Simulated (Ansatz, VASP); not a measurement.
# Two plane-wave programs on LaTe

```xyz
2
Lattice="0.0321 3.2271 3.2271 3.2271 0.0321 3.2271 3.2271 3.2271 0.0321" Properties=species:S:1:pos:R:3 pbc="T T T"
La    0.0000    0.0000    0.0000
Te    3.2431    3.2431    3.2431
```

Change from the starting cell: equal xy, yz and zx shear strains of +1 %, PAW files.

Alike in both runs: task electric field gradients; functional LDA; k mesh 10 × 10 × 10; occupations fermi-dirac, width 0.08 eV; no spin polarisation.

|  | VASP | Ansatz |
| --- | --- | --- |
| version | VASP 6.6.1 | Ansatz 0.2.0 |
| potentials or method | VASP PAW LDA potentials, release 64 (La, Te) | PAW with Ansatz's default frozen-core files, scalar-relativistic |
| plane-wave cutoff (eV) | 520 | 420 |
| valence electrons in the cell | 17 | 27 |

```csv
,VASP,Ansatz,Ansatz less VASP
pressure (GPa),-2.1,-2.2,-0.04
"traceless stress, the component that is largest in VASP (GPa)",-0.09,-0.09,0.000
size of Vzz on the site where it differs most (V/Å²),3.1,3.5,+0.33
```

LDA's correlation is that of Perdew and Zunger in VASP and of Perdew and Wang (1992) in Ansatz. VASP's potentials hold 17 valence electrons a cell and Ansatz's 27, so a difference there can come from the potentials and not from the codes.

Spin-orbit coupling is off throughout.
